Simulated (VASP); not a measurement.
Ca2AlO:

```
CELL_PARAMETERS angstrom
1.74800 1.00921 6.29005
-1.74800 1.00921 6.29005
0.00000 -2.01842 6.29005
ATOMIC_POSITIONS crystal
Ca 0.26389 0.26389 0.26389
Ca 0.73611 0.73611 0.73611
Al 0.00000 0.00000 0.00000
O 0.50000 0.50000 0.50000
```

The cell was built from a structure type or drawn by symmetry, and may not be a known phase.

* Program: VASP 6.6.1
* Task: relaxation of cell and atoms
* Functional: PBE
* Potentials or basis: VASP PAW PBE potentials, release 64 (Ca_sv, Al, O)
* Cutoff: 600 eV
* k mesh: 6 × 6 × 6
* Occupations: gaussian, width 0.1 eV
* Spin: no spin polarisation

At the start: pressure 35.8 GPa; volume 16.64 Å³/atom.

**Question.** Where does the relaxation end?

**Answer.** Over 14 steps the energy falls by 2203.4 meV/atom and the volume is 20.46 Å³/atom (+22.9 %); space group R-3m (No. 166, to 0.1 Å) before and after.

The path:
```
step  energy change (eV)  largest force (eV/Å)  pressure (GPa)  volume (Å³)
   1              0.0000               10.1969           35.82        66.58
   2             -6.5795                1.6937           -7.54       109.17
   3             -6.6191                2.2172           -5.79       102.61
   4             -7.7107                1.7997           -4.01        92.91
   5             -6.8195                4.5055           27.15        66.46
   6             -8.3910                0.7198           -0.68        84.74
   7             -8.5290                0.4350            4.10        78.67
   8             -8.5356                0.1752            2.92        79.88
   9             -8.7739                0.5744            0.82        82.03
  10             -8.7775                0.6440            0.45        82.40
  11             -8.7780                0.6303            0.52        82.32
  12             -8.8091                0.1216           -0.73        83.30
  13             -8.8095                0.0654           -0.85        83.41
  14             -8.8136                0.0197            0.15        81.83
```

Final structure:
```cif
data_structure
_symmetry_space_group_name_H-M 'P 1'
_symmetry_Int_Tables_number 1
_cell_length_a 8.0814
_cell_length_b 8.0814
_cell_length_c 8.0814
_cell_angle_alpha 24.825
_cell_angle_beta 24.825
_cell_angle_gamma 24.825
_cell_volume 81.83
loop_
_atom_site_label
_atom_site_type_symbol
_atom_site_fract_x
_atom_site_fract_y
_atom_site_fract_z
_atom_site_occupancy
Ca1 Ca 0.22562 0.22562 0.22562 1
Ca2 Ca 0.77438 0.77438 0.77438 1
Al1 Al 0.00000 0.00000 0.00000 1
O1 O 0.50000 0.50000 0.50000 1
```

Caveat: the volume moved by over 15 % at a fixed basis, so the end points are rough; an odd number of electrons without spin polarisation forces a metal; a magnetic or distorted state may lie lower.
